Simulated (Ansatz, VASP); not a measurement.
## ZnNi in VASP and in Ansatz

The input INCAR:

```
ALGO = Normal ; EDIFF = 1E-6
ENCUT = 520 ; GGA = CA
ISIF = 2 ; ISMEAR = 1
ISPIN = 2 ; LASPH = True
LCHARG = False ; LMAXMIX = 4
LORBIT = 11 ; LREAL = False
LWAVE = False ; MAGMOM = 0 1.5
NBANDS = 22 ; NELM = 150
PREC = Accurate ; SIGMA = 0.01
```

Contents of KPOINTS:

```
k-points
0
Gamma
  8 8 8
```

File POSCAR:

```
ZnNi
1.0
    2.9083000000      0.0000000000      0.0000000000
    0.0000000000      2.9083000000      0.0000000000
    0.0000000000      0.0000000000      2.9083000000
Zn Ni
1 1
Direct
    0.5000000000      0.5000000000      0.5000000000
    0.0000000000      0.0000000000      0.0000000000
```

Input for Ansatz:

```yaml
crystal:
  lattice:
    - [2.9083, 0.0, 0.0]
    - [0.0, 2.9083, 0.0]
    - [0.0, 0.0, 2.9083]
  atoms:
    - { symbol: Zn, position: [0.5, 0.5, 0.5], spin: 0.0 }
    - { symbol: Ni, position: [0.0, 0.0, 0.0], spin: 1.5 }
kpoints:
  mp_grid:
    grid: [8, 8, 8]
hamiltonian:
  xc: lda
magnetization:
  spin_polarized: true
scf:
  occupations:
    method: cold
    width: 0.01
```

Alike in both runs: task single point; functional LDA; k mesh 8 × 8 × 8; collinear spin.

|  | VASP | Ansatz |
| --- | --- | --- |
| version | VASP 6.6.1 | Ansatz 0.2.0 |
| potentials or method | VASP PAW LDA potentials, release 64 (Zn, Ni) | plane waves, PAW |
| plane-wave cutoff (eV) | 520 | 420 |
| occupations | methfessel-paxton of order 1, width 0.01 eV | cold, width 0.01 eV |
| valence electrons in the cell | 22 | 30 |

|  | VASP | Ansatz | Ansatz less VASP |
| --- | --- | --- | --- |
| net moment per atom (μB) | 0.04 | 0.04 | 0.000 |
| size of the moment on the site where the two differ most (μB) | 0.08 | 0.07 | -0.004 |

LDA's correlation is that of Perdew and Zunger in VASP and of Perdew and Wang (1992) in Ansatz. Site moments also hang on the region over which each program counts them. VASP's potentials hold 22 valence electrons a cell and Ansatz's 30, so a difference there can come from the potentials and not from the codes. Ansatz's warnings: seeded moment not kept, stability check not made.
